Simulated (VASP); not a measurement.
## Fe: single point with PBE

Crystal: Fe.

```
Fe
1.0
     2.38489    0.00000    0.00000
    -1.19244    2.06538    0.00000
     0.00000    0.00000    3.76417
Fe
2
Cartesian
  0.0000 1.3769 0.9410
  1.1924 0.6885 2.8231
```

This cell differs from its parent crystal: volume scaled by 0.9405.

```yaml
Program: VASP 6.6.1
Task: single point
Functional: PBE
Potentials_or_basis: VASP PAW PBE potentials, release 64 (Fe)
Cutoff: 520 eV
k_mesh: 17 × 17 × 10
Occupations: fermi-dirac, width 0.08 eV
Spin: no spin polarisation
```

| Property | Result |
| --- | --- |
| Pressure | 33.6 GPa |
| Band gap on the k mesh | zero (band 8 reaches 9.00 eV, above the bottom of band 9 at 6.91 eV) |

Stress tensor (GPa, compression positive):
```
32.92  0.00  0.00
 0.00 32.92  0.00
 0.00  0.00 35.10
```

Levels at points of the mesh, in eV from the Fermi level:
```
           k point  band 5  band 6  band 7  band 8  band 9  band 10  band 11  band 12
(0.00, 0.00, 0.00)   -1.74   -1.36   -1.36   -0.98   -0.98     0.61     0.81     0.81
(0.00, 0.00, 0.50)   -2.04   -2.04   -2.04   -2.04    0.37     0.37     0.37     0.37
```

Run time: 43 s on 1 thread of Intel(R) Xeon(R) Platinum 8488C (Sapphire Rapids), on a shared host, peak memory 0.15 GiB.

Caveat: the run has no spin polarisation, though such a crystal can be magnetic. Spin polarisation is off, so any magnetic state and its effect on volume and gap are missing.
